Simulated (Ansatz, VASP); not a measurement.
## One calculation of Al, two programs

INCAR

```
  ALGO = Normal
  EDIFF = 1E-6
  EDIFFG = -0.01
  ENCUT = 600
  GGA = PE
  IBRION = 2
  ISIF = 3
  ISMEAR = -1
  LASPH = T
  LCHARG = F
  LREAL = F
  LWAVE = F
  NELM = 60
  NSW = 80
  PREC = Accurate
  SIGMA = 0.1
```

The input KPOINTS:

```
k-points
0
Gamma
  13 13 4
```

POSCAR

```
Al
1.0
    2.8634814820      0.0000000000      0.0000000000
   -1.4317407410      2.4798477067      0.0000000000
    0.0000000000      0.0000000000      9.3521305203
Al
4
Direct
    0.0000000000      0.0000000000      0.0000000000
    0.0000000000      0.0000000000      0.5000000000
    0.3333333333      0.6666666667      0.2500000000
    0.6666666667      0.3333333333      0.7500000000
```

Input for Ansatz:

```yaml
crystal:
  lattice:
    - [2.863481482, 0.0, 0.0]
    - [-1.431740741, 2.4798477067, 0.0]
    - [0.0, 0.0, 9.3521305203]
  atoms:
    - { symbol: Al, position: [0.0, 0.0, 0.0] }
    - { symbol: Al, position: [0.0, 0.0, 0.5] }
    - { symbol: Al, position: [0.3333333333, 0.6666666667, 0.25] }
    - { symbol: Al, position: [0.6666666667, 0.3333333333, 0.75] }
hamiltonian:
  xc: pbe
  pseudopotentials:
    kind: paw
    azcp:
      Al: "pseudopotentials/Al.paw.azcp"
basis:
  ecutwfc: 420
  fft_grid_basis: typed
kpoints:
  mp_grid: { grid: [13, 13, 4], shift: [0, 0, 0] }
magnetization:
  spin_polarized: false
scf:
  occupations: { method: fermi_dirac, width: 0.1 }
relax:
  max_steps: 60
  f_tol: 0.01
  cell: {}
```

Alike in both runs: task relaxation of cell and atoms; functional PBE; k mesh 13 × 13 × 4; occupations fermi-dirac, width 0.1 eV; no spin polarisation.

|  | VASP | Ansatz |
| --- | --- | --- |
| version | VASP 6.6.1 | Ansatz 0.2.0 |
| potentials or method | VASP PAW PBE potentials, release 64 (Al), cutoff 600 eV | plane waves (420 eV) with PAW, scalar-relativistic |
| valence electrons in the cell | 12 | 12 |

Ansatz gave:

```
relaxed volume (Å³/atom)                                     : 16.56
relaxed cell length with the largest relative difference (Å) : 9.454
```

Q: Estimate VASP's values.

A: Relaxed volume (Å³/atom): 16.54; relaxed cell length with the largest relative difference (Å): 9.443.
